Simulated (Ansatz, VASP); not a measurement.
# Te: VASP beside Ansatz

```
Te
1.0
     4.12620    0.00000    0.00000
    -2.06310    3.57339    0.00000
     0.00000    0.00000    4.23426
Te
2
Direct
  0.33333 0.66667 0.25000
  0.66667 0.33333 0.75000
```

Alike in both runs: task single point; functional BLYP; k mesh 10 × 10 × 8; occupations fermi-dirac, width 0.1 eV; no spin polarisation.

|  | VASP | Ansatz |
| --- | --- | --- |
| version | VASP 6.6.1 | Ansatz 0.2.0 |
| potentials or method | VASP PAW PBE potentials, release 64 (Te), cutoff 520 eV | plane waves (420 eV) with PAW, scalar-relativistic |
| valence electrons in the cell | 12 | 32 |

Ansatz gave:

- pressure (GPa): 6.1
- traceless stress, the component that is largest in VASP (GPa): 1.96

Task: What did VASP give for the same quantities?

Result: Pressure (GPa): 6.3; traceless stress, the component that is largest in VASP (GPa): 2.05.

VASP's potentials were made for PBE, not for BLYP. VASP's potentials hold 12 valence electrons a cell and Ansatz's 32, so a difference there can come from the potentials and not from the codes.

Spin-orbit coupling is off throughout.
